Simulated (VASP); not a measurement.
A run of VASP 6.6.1 is set up as follows.

INCAR

```
SYSTEM = CdSiP2
PREC     = Accurate       ! precision mode
ENCUT    = 500            ! plane-wave cutoff, eV
EDIFF    = 1E-6           ! SCF threshold, eV
ISMEAR   = -1             ! smearing method
SIGMA    = 0.02           ! smearing width, eV
LREAL    = .False.        ! projectors in reciprocal space
LASPH    = .True.         ! aspherical terms in the spheres
NELM     = 120            ! most SCF steps
ALGO     = Normal         ! electronic algorithm
ISIF     = 2              ! what is computed and relaxed
LWAVE    = .False.        ! write WAVECAR
LCHARG   = .False.        ! write CHGCAR
GGA      = PE             ! functional
NBANDS   = 36             ! bands
GGA_COMPAT= .False.
```

Contents of KPOINTS:

```
regular mesh
0
Gamma
  6 6 6
  0 0 0
```

POSCAR

```
CdSiP2
1.0
   -2.8468551885      2.8468551885      5.2420618343
    2.8468551885     -2.8468551885      5.2420618343
    2.8468551885      2.8468551885     -5.2420618343
Cd Si P
2 2 4
Direct
    0.7500000000      0.2500000000      0.5000000000
    0.0000000000      0.0000000000      0.0000000000
    0.5000000000      0.5000000000      0.0000000000
    0.2500000000      0.7500000000      0.5000000000
    0.8750000000      0.8288409815      0.4538409815
    0.1711590185      0.6250000000      0.0461590185
    0.3750000000      0.4211590185      0.5461590185
    0.5788409815      0.1250000000      0.9538409815
```

Potentials or basis: VASP PAW PBE potentials, release 64 (Cd, Si, P).

Command:

```sh
$ cat potpaw_PBE.64/Cd/POTCAR potpaw_PBE.64/Si/POTCAR potpaw_PBE.64/P/POTCAR > POTCAR
$ mpirun -np 1 vasp_std > vasp.out
```

(1) Estimate the pressure.

(2) Estimate the band gap on the k mesh.

(3) What does it give for the largest force?

## Answers

(1) 1.7 GPa.

(2) 1.37 eV.

(3) 0.020 eV/Å.
